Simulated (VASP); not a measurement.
Write the native input for VASP 6.6.1 that does the following.

- Task: relaxation of cell and atoms
- Functional: LDA
- Potentials or basis: VASP PAW LDA potentials, release 64 (Cd, S)
- Cutoff: 600 eV
- k mesh: 8 × 8 × 8
- Occupations: gaussian, width 0.01 eV
- Spin: no spin polarisation
- Target pressure: 2 GPa
- Dipole correction: no
- Further INCAR settings: ALGO = Normal; EDIFF = 1e-06; IBRION = 2; EDIFFG = -0.002; NSW = 100; ISIF = 3

The structure of CdS (Hawleyite) lies in POSCAR:

```
CdS
1.0
    2.8782623155      2.8782623155      0.0000000000
   -2.8782623155      2.8782623155      0.0000000000
    0.0000000000      2.8782623155      2.8782623155
Cd S
1 1
Direct
    0.0000000000      0.0000000000      0.0000000000
    0.7500000000      0.2500000000      0.5000000000
```

One way to write it, as run:

INCAR

```
SYSTEM = CdS
  PREC = Accurate
  ENCUT = 600
  EDIFF = 1E-6
  ISMEAR = 0
  SIGMA = 0.01
  LREAL = .False.
  LASPH = .True.
  NELM = 60
  ALGO = Normal
  ISIF = 3
  LWAVE = .False.
  LCHARG = .False.
  IBRION = 2
  NSW = 100
  EDIFFG = -0.002
  PSTRESS = 20.0
```

KPOINTS

```
Automatic mesh
0
Gamma
  8 8 8
  0 0 0
```

Potentials or basis: VASP PAW LDA potentials, release 64 (Cd, S).

Run with:

```sh
$ cat potpaw_LDA.64/Cd/POTCAR potpaw_LDA.64/S/POTCAR > POTCAR
$ mpirun -np 1 vasp_std > vasp.out
```

Results of the run:

```yaml
Relaxed_volume: 23.37 Å³/atom
Relaxed_cell: a = 4.043 Å, b = 4.043 Å, c = 4.043 Å, α = 60.00°, β = 60.00°, γ = 90.00°
Space_group_after_relaxing_to_0.05_Å: F-43m (No. 216)
Energy_change_on_relaxing_the_enthalpy_is_what_falls: +3.7 meV/atom
Ionic_steps: 3
Pressure_after_relaxing: 2.0 GPa
Band_gap_on_the_k_mesh: 1.02 eV, direct
```

Caveat: the cell is relaxed towards a set pressure, so the enthalpy falls and the energy may rise.

Run time: 24 s on 1 thread of Intel(R) Xeon(R) 6975P-C (Granite Rapids) (shared host), peak memory 0.18 GiB.
